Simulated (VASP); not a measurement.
Sc3InC, 5 atoms in the cell. The typed cell holds 5 atoms: a = 4.551 Å, b = 4.551 Å, c = 4.551 Å, α = 90.00°, β = 90.00°, γ = 90.00°. 

```yaml
Program: VASP 6.6.1
Task: single point
Functional: PBEsol
Potentials_or_basis: VASP PAW PBE potentials, release 64 (Sc_sv, In_d, C)
Cutoff: 600 eV
k_mesh: 3 × 3 × 3, shifted
Occupations: gaussian, width 0.1 eV
Spin: no spin polarisation
Dipole_correction: no
Further_INCAR_settings: ALGO = Normal; EDIFF = 1e-06; NBANDS = 33
```

Potentials or basis: VASP PAW PBE potentials, release 64 (Sc_sv, In_d, C).

Command:

```bash
$ cat potpaw_PBE.64/Sc_sv/POTCAR potpaw_PBE.64/In_d/POTCAR potpaw_PBE.64/C/POTCAR > POTCAR
$ mpirun -np 1 vasp_std > vasp.out
```

Hardware: 1 thread of Intel(R) Xeon(R) Platinum 8488C (Sapphire Rapids) (shared host).

**Question.** How long does it take, and how much memory?

**Answer.** Wall time 36 s on 1 thread of Intel(R) Xeon(R) Platinum 8488C (Sapphire Rapids), with other jobs on the host, peak memory 0.23 GiB. Counts: scf iterations 15, k points 14.
